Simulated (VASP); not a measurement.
# WS2 (R3m) in VASP: notebook

WS2 is run at these levels: PBE+D3(BJ); tasks: single point.

Everything below comes from runs of VASP 6.6.1. Logs are shortened: lines on timing, memory, paths and dates and some standing lists are left out, and cuts for length are marked.

## (1) The cell of the first run

Symmetry: R3m, No. 160, trigonal system. The conventional cell has a = 3.063 Å, b = 3.063 Å, c = 15.510 Å, α = 90.00°, β = 90.00°, γ = 120.00°. W (site symmetry 3m) has 6 S at 2.22 Å within 2.9 Å. S (site symmetry 3m) has 3 W at 2.22 Å and 1 S at 2.69 Å within 2.9 Å. S (site symmetry 3m) has 3 W at 2.22 Å and 1 S at 2.69 Å within 2.9 Å.

## (2) Single point, PBE+D3(BJ)

INCAR

```
SYSTEM = WS2
ALGO = Normal ; EDIFF = 1E-6
ENCUT = 520 ; GGA = PE
ISIF = 2 ; ISMEAR = 0
IVDW = 12 ; LASPH = .TRUE.
LCHARG = .FALSE. ; LREAL = .FALSE.
LWAVE = .FALSE. ; NBANDS = 20
NELM = 100 ; PREC = Accurate
SIGMA = 0.05
```

KPOINTS

```
k-points
0
G
  12 12 12
  0 0 0
```

POSCAR

```
WS2
1.0
    1.5312500000      0.8840675997      5.1698666667
   -1.5312500000      0.8840675997      5.1698666667
    0.0000000000     -1.7681351994      5.1698666667
W S
1 2
Direct
    0.9993440419      0.9993440419      0.9993440419
    0.7527816504      0.7527816504      0.7527816504
    0.5791743077      0.5791743077      0.5791743077
```

Potentials or basis: VASP PAW PBE potentials, release 64 (W_sv, S).

Command:

```bash
> cat potpaw_PBE.64/W_sv/POTCAR potpaw_PBE.64/S/POTCAR > POTCAR
> mpirun -np 1 vasp_std > vasp.out
```

OUTCAR:

```text
SYSTEM = WS2
   EDIFF = 1E-6
   ENCUT = 520
   GGA = PE
   ISIF = 2
   ISMEAR = 0
   IVDW = 12
   LASPH = .TRUE.
   LREAL = .FALSE.
   NELM = 100
   PREC = Accurate
 IVDW          = 12

 ion  position               nearest neighbor table
   1  0.999  0.999  0.999-   2 2.22   2 2.22   2 2.22   3 2.22   3 2.22   3 2.22
   2  0.753  0.753  0.753-   1 2.22   1 2.22   1 2.22   3 2.69
   3  0.579  0.579  0.579-   1 2.22   1 2.22   1 2.22   2 2.69

  LATTYP: Found a trigonal (rhomboedric) cell.
 ALAT       =     5.4638652468
 COS(alpha) =     0.8429195130

  Lattice vectors:

 A1 = (   1.5312500000,   0.8840675997,   5.1698666667)
 A2 = (  -1.5312500000,   0.8840675997,   5.1698666667)
 A3 = (   0.0000000000,  -1.7681351994,   5.1698666667)

Analysis of symmetry for initial positions (statically):
=====================================================================
 Subroutine PRICEL returns:
 Original cell was already a primitive cell.

 Routine SETGRP: Setting up the symmetry group for a
 trigonal (rhombohedral) supercell.

 Subroutine GETGRP returns: Found  6 space group operations
 (whereof  6 operations were pure point group operations)
 out of a pool of 12 trial point group operations.

The static configuration has the point symmetry C_3v.

Analysis of symmetry for dynamics (positions and initial velocities):
=====================================================================
 Subroutine PRICEL returns:
 Original cell was already a primitive cell.

 Routine SETGRP: Setting up the symmetry group for a
 trigonal (rhombohedral) supercell.

 Subroutine GETGRP returns: Found  6 space group operations
 (whereof  6 operations were pure point group operations)
 out of a pool of 12 trial point group operations.

The dynamic configuration has the point symmetry C_3v.

 Subroutine INISYM returns: Found  6 space group operations
 (whereof  6 operations are pure point group operations),
 and found     1 'primitive' translations

----------------------------------------------------------------------------------------

                                     Primitive cell

  volume of cell :      41.9916

  direct lattice vectors                    reciprocal lattice vectors
     1.531250000  0.884067600  5.169866667     0.326530612  0.188522537  0.064476195
    -1.531250000  0.884067600  5.169866667    -0.326530612  0.188522537  0.064476195
     0.000000000 -1.768135199  5.169866667     0.000000000 -0.377045074  0.064476195

  length of vectors
     5.463865247  5.463865247  5.463865247     0.382518192  0.382518192  0.382518192

  position of ions in fractional coordinates (direct lattice)
     0.999344042  0.999344042  0.999344042
     0.752781650  0.752781650  0.752781650
     0.579174308  0.579174308  0.579174308

  ion indices of the primitive-cell ions
   primitive index   ion index
                 1           1
                 2           2
                 3           3

----------------------------------------------------------------------------------------

 KPOINTS: k-points

Automatic generation of k-mesh.
 Grid dimensions read from file:
 generate k-points for:   12   12   12

 Generating k-lattice:

  Cartesian coordinates                     Fractional coordinates (reciprocal lattice)
     0.027210884  0.015710211  0.005373016     0.083333333  0.000000000  0.000000000
    -0.027210884  0.015710211  0.005373016     0.000000000  0.083333333  0.000000000
     0.000000000 -0.031420423  0.005373016     0.000000000  0.000000000  0.083333333

  Length of vectors
     0.031876516  0.031876516  0.031876516

  Shift w.r.t. Gamma in fractional coordinates (k-lattice)
     0.000000000  0.000000000  0.000000000

 Subroutine IBZKPT returns following result:
 ===========================================

 Found    189 irreducible k-points:

 Following reciprocal coordinates:
            Coordinates               Weight
  0.000000  0.000000  0.000000      1.000000
  0.083333 -0.000000 -0.000000      6.000000
  0.166667  0.000000 -0.000000      6.000000
  0.250000  0.000000 -0.000000      6.000000
  0.333333 -0.000000 -0.000000      6.000000
  0.416667  0.000000  0.000000      6.000000
[... 16 lines left out ...]
  0.500000  0.166667  0.000000     12.000000
 -0.416667  0.166667 -0.000000     12.000000
 [... further k-points ...]
   k-points           NKPTS =    189   k-points in BZ     NKDIM =    189   number of bands    NBANDS=     20
   number of dos      NEDOS =    301   number of ions     NIONS =      3
   total plane-waves  NPLWV =  74088
   dimension x,y,z NGX =    42 NGY =   42 NGZ =   42
   dimension x,y,z NGXF=    84 NGYF=   84 NGZF=   84
   ions per type =               1   2
   NGX,Y,Z   is equivalent  to a cutoff of  12.78, 12.78, 12.78 a.u.
   NGXF,Y,Z  is equivalent  to a cutoff of  25.56, 25.56, 25.56 a.u.
 SYSTEM =  WS2
   PREC   = accura    normal or accurate (medium, high low for compatibility)
   ISTART =      0    job   : 0-new  1-cont  2-samecut
   ICHARG =      2    charge: 1-file 2-atom 10-const
   ISPIN  =      1    spin polarized calculation?
   LNONCOLLINEAR =      F non collinear calculations
   LSORBIT =      F    spin-orbit coupling
   LASPH  =      T    aspherical Exc in radial PAW
   ENCUT  =  520.0 eV  38.22 Ry    6.18 a.u.  10.16 10.16 10.16*2*pi/ulx,y,z
   NELM   =    100;   NELMIN=  2; NELMDL= -5     # of ELM steps
   EDIFF  = 0.1E-05   stopping-criterion for ELM
   LREAL  =      F    real-space projection
   EDIFFG = 0.1E-04   stopping-criterion for IOM
   NSW    =      0    number of steps for IOM
   IBRION =     -1    ionic relax: 0-MD 1-quasi-New 2-CG
   NFREE  =      0    steps in history (QN), initial steepest desc. (CG)
   ISIF   =      2    stress and relaxation
   ISYM   =      2    0-nonsym 1-usesym 2-fastsym
   POTIM  = 0.5000    time-step for ionic-motion
   TEBEG  =    0.0;   TEEND  =   0.0 temperature during run
   PSTRESS=    0.0 pullay stress
   NELECT =      26.0000    total number of electrons
   NUPDOWN=      -1.0000    fix difference up-down
   EMIN   =  10.00;   EMAX   =-10.00  energy-range for DOS
   EFERMI =   0.00;   METHOD = LEGACY
   ISMEAR =     0;   SIGMA  =   0.05  broadening in eV -4-tet -1-fermi 0-gaus
   EFERMI_NEDOS =   21; number of points for ismear=-14 and -15
   IALGO  =     38    algorithm
   IMIX   =      4    mixing-type and parameters
     AMIX     =   0.40;   BMIX     =  1.00
     AMIX_MAG =   1.60;   BMIX_MAG =  1.00
  volume/ion in A,a.u.               =      14.00        94.46
  Fermi-wavevector in a.u.,A,eV,Ry     =   1.395335  2.636801 26.490004  1.946960
  Thomas-Fermi vector in A             =   2.518797
   LORBIT       =      0    0 simple, 1 ext, 2 COOP (PROOUT), +10 PAW based schemes
   GGA     = PE    functional components
   LHFCALC =     F    Hartree Fock is set to
   AEXX    =    0.0000 exact exchange contribution
   IVDW    =    12    specifies the selected vdW correction
   LEPSILON=     F    determine dielectric tensor
   LRPA    =     F    only Hartree local field effects (RPA)
 non-spin polarized calculation
 Gauss-broadening in eV      SIGMA  =   0.05
  energy-cutoff  :      520.00
  volume of cell :       41.99
 maximum number of plane-waves:      1143
 NGX is ok and might be reduce to    42
   NGX = 21   NGY = 21   NGZ = 21

 number of electron      26.0000001 magnetization

 Free energy of the ion-electron system (eV)
  ---------------------------------------------------
  ext. energy  EPLUGINS =         0.00000000
  ---------------------------------------------------
  free energy    TOTEN  =       -21.30310036 eV

  energy without entropy =      -21.30267058  energy(sigma->0) =      -21.30288547

 E-fermi :  11.5285     XC(G=0): -12.2313

 val. band max:       11.5269425864   @ k =   0.5000   0.4167   0.4167
 cond. band min:      11.5459374607   @ k =   0.5000   0.5000   0.4167
 fundamental gap:      0.0189948743
 Fermi energy:        11.5285205928

 k-point     1 :       0.0000    0.0000    0.0000
  band No.  band energies     occupation
      1     -63.5352      2.00000
      2     -28.0453      2.00000
      3     -27.8344      2.00000
      4     -27.8344      2.00000
      5      -6.6810      2.00000
      6      -2.7509      2.00000
[... 12 lines left out ...]
     19      18.6405      0.00000
     20      20.8247      0.00000

 k-point     2 :       0.0833   -0.0000   -0.0000
  band No.  band energies     occupation
      1     -63.5330      2.00000
      2     -28.0372      2.00000
      3     -27.8765      2.00000
      4     -27.8437      2.00000
      5      -6.5287      2.00000
      6      -2.7697      2.00000
[... 12 lines left out ...]
     19      19.0706      0.00000
     20      20.6204      0.00000

 k-point     3 :       0.1667    0.0000   -0.0000
  band No.  band energies     occupation
      1     -63.5268      2.00000
      2     -28.0152      2.00000
      3     -27.9900      2.00000
      4     -27.8688      2.00000
      5      -6.0976      2.00000
      6      -2.8169      2.00000
[... 12 lines left out ...]
     19      19.2738      0.00000
     20      20.6904      0.00000

 k-point     4 :       0.2500    0.0000   -0.0000
  band No.  band energies     occupation
      1     -63.5185      2.00000
      2     -28.1416      2.00000
      3     -27.9850      2.00000
      4     -27.9030      2.00000
      5      -5.4627      2.00000
      6      -2.8744      2.00000
[... 429 lines left out ...]
 k-point    23 :       0.5000    0.1667    0.0000
  band No.  band energies     occupation
      1     -63.5018      2.00000
      2     -28.3612      2.00000
      3     -28.0479      2.00000
      4     -27.9241      2.00000
      5      -3.8591      2.00000
      6      -2.9905      2.00000
[... 12 lines left out ...]
     19      19.1633      0.00000
     20      20.3937      0.00000

 k-point    24 :      -0.4167    0.1667   -0.0000
  band No.  band energies     occupation
      1     -63.4999      2.00000
      2     -28.3869      2.00000
      3     -28.0638      2.00000
      4     -27.9169      2.00000
      5      -3.6649      2.00000
      6      -2.9570      2.00000
[... 12 lines left out ...]
     19      19.5198      0.00000
     20      20.3850      0.00000

 [... further k-points ...]

------------------------ aborting loop because EDIFF is reached ----------------------------------------

 Edisp (eV)   -1.64959

 E8    (eV) :    -0.6969

  FORCE on cell =-STRESS in cart. coord.  units (eV):
  Direction    XX          YY          ZZ          XY          YZ          ZX
  --------------------------------------------------------------------------------------
  -------------------------------------------------------------------------------------
  Total      13.06693    13.06693    21.19270     0.00000     0.00000     0.00000
  in kB     498.56535   498.56535   808.60184     0.00000     0.00000     0.00000
  external pressure =      601.91 kB  Pullay stress =        0.00 kB

 VOLUME and BASIS-vectors are now :
 -----------------------------------------------------------------------------
  energy-cutoff  :      520.00
  volume of cell :       41.99
      direct lattice vectors                 reciprocal lattice vectors
     1.531250000  0.884067600  5.169866667     0.326530612  0.188522537  0.064476195
    -1.531250000  0.884067600  5.169866667    -0.326530612  0.188522537  0.064476195
     0.000000000 -1.768135199  5.169866667     0.000000000 -0.377045074  0.064476195

 POSITION                                       TOTAL-FORCE (eV/Angst)
 -----------------------------------------------------------------------------------
      0.00000      0.00000     15.49943         0.000000      0.000000      0.010041
      0.00000      0.00000     11.67534         0.000000     -0.000000      6.757322
      0.00000      0.00000      8.98276         0.000000      0.000000     -6.767362
 -----------------------------------------------------------------------------------
    total drift:                                0.000000     -0.000000      0.000198

  FREE ENERGIE OF THE ION-ELECTRON SYSTEM (eV)
  ---------------------------------------------------
  free  energy   TOTEN  =       -22.9526948317 eV

  energy  without entropy=      -22.9522650554  energy(sigma->0) =      -22.95247994
```

It took 2.5 min on 1 thread of Intel Xeon 6975P-C (Granite Rapids), shared host; peak memory 0.36 GiB.

Results:

```
Free energy                : -22.9527 eV
Pressure                   : 60.2 GPa
Largest force              : 6.767 eV/Å
Band gap on the k mesh     : zero (bands 13 and 14 overlap by 1.07 eV)
Dispersion energy per atom : -0.550 eV
```

Forces in eV/Å, atoms in the order of the input:
```
W    0.000  0.000  0.010
S    0.000  0.000  6.757
S    0.000  0.000 -6.767
```

Stress tensor (GPa, compression positive):
```
49.86  0.00  0.00
 0.00 49.86  0.00
 0.00  0.00 80.86
```

Levels at points of the mesh, in eV from the Fermi level:
| k point | band 11 | band 12 | band 13 | band 14 | band 15 | band 16 |
| --- | --- | --- | --- | --- | --- | --- |
| (0.00, 0.00, 0.00) | -4.21 | -1.42 | -0.46 | 1.44 | 1.44 | 2.91 |
| (0.50, 0.00, 0.00) | -3.13 | -2.85 | -2.47 | 1.58 | 2.16 | 3.24 |
| (0.50, 0.50, 0.00) | -3.88 | -3.68 | -2.54 | 1.37 | 2.19 | 2.92 |
| (0.50, 0.50, 0.50) | -4.10 | -4.10 | 0.72 | 1.74 | 1.74 | 2.36 |

Caveat: the stress differs along the axes, from 50 to 81 GPa; spin-orbit coupling is left out, which moves the levels of the heavy elements; forces of over 1 eV/Å act on the atoms, so gaps and moduli don't describe the material at rest.

## (3) Single point, PBE+D3(BJ)

This run uses another cell than the first one, of 14.29 Å³/atom.

INCAR

```
SYSTEM = WS2
PREC = Accurate ; ENCUT = 520
EDIFF = 1E-6 ; ISMEAR = 0
SIGMA = 0.05 ; LREAL = .False.
LASPH = .True. ; NELM = 80
ALGO = Normal ; ISIF = 2
LWAVE = .False. ; LCHARG = .False.
GGA = PE ; IVDW = 12
NBANDS = 20
```

KPOINTS

```
Automatic mesh
0
Gamma
  12 12 12
  0 0 0
```

POSCAR

```
WS2
1.0
    1.5470500000      0.8931897339      5.1698666667
   -1.5470500000      0.8931897339      5.1698666667
    0.0000000000     -1.7863794679      5.1698666667
W S
1 2
Direct
    0.9993440419      0.9993440419      0.9993440419
    0.7527816504      0.7527816504      0.7527816504
    0.5791743077      0.5791743077      0.5791743077
```

Potentials or basis: VASP PAW PBE potentials, release 64 (W_sv, S).

Command:

```bash
> cat potpaw_PBE.64/W_sv/POTCAR potpaw_PBE.64/S/POTCAR > POTCAR
> mpirun -np 1 vasp_std > vasp.out
```

Wall time 3 min (1 thread of Intel Xeon 6975P-C (Granite Rapids), shared host); peak memory 0.37 GiB.

The run converged. Its results:

| Quantity | Value |
| --- | --- |
| Free energy | -23.2019 eV |
| Pressure | 52.5 GPa |
| Largest force | 6.274 eV/Å |
| Band gap on the k mesh | zero (bands 13 and 14 overlap by 1.11 eV) |
| Dispersion energy per atom | -0.538 eV |

Forces in eV/Å, atoms in the order of the input:
```
W    0.000  0.000  0.010
S    0.000  0.000  6.264
S    0.000  0.000 -6.274
```

Stress tensor (GPa, compression positive):
```
41.77  0.00  0.00
 0.00 41.77  0.00
 0.00  0.00 73.95
```

Levels at points of the mesh, in eV from the Fermi level:
```tsv
k point	band 9	band 10	band 11	band 12	band 13	band 14	band 15	band 16	band 17	band 18
(0.00, 0.00, 0.00)	-5.94	-4.18	-4.18	-1.26	-0.36	1.40	1.40	2.85	2.85	3.79
(0.50, 0.00, 0.00)	-6.55	-6.23	-3.17	-2.78	-2.37	1.49	2.00	3.24	3.86	4.63
(0.50, 0.50, 0.00)	-6.32	-5.96	-3.75	-3.71	-2.50	1.27	2.02	2.94	5.04	5.43
(0.50, 0.50, 0.50)	-5.99	-4.56	-4.06	-4.06	0.71	1.71	1.71	2.31	2.31	3.68
```

Caveat: the stress differs along the axes, from 42 to 74 GPa; spin-orbit coupling is left out, which moves the levels of the heavy elements; forces of over 1 eV/Å act on the atoms, so gaps and moduli don't describe the material at rest.

(Continued in part 2 of 3.)

The gap in the log of VASP goes by the Fermi energy; the results here count the filled bands.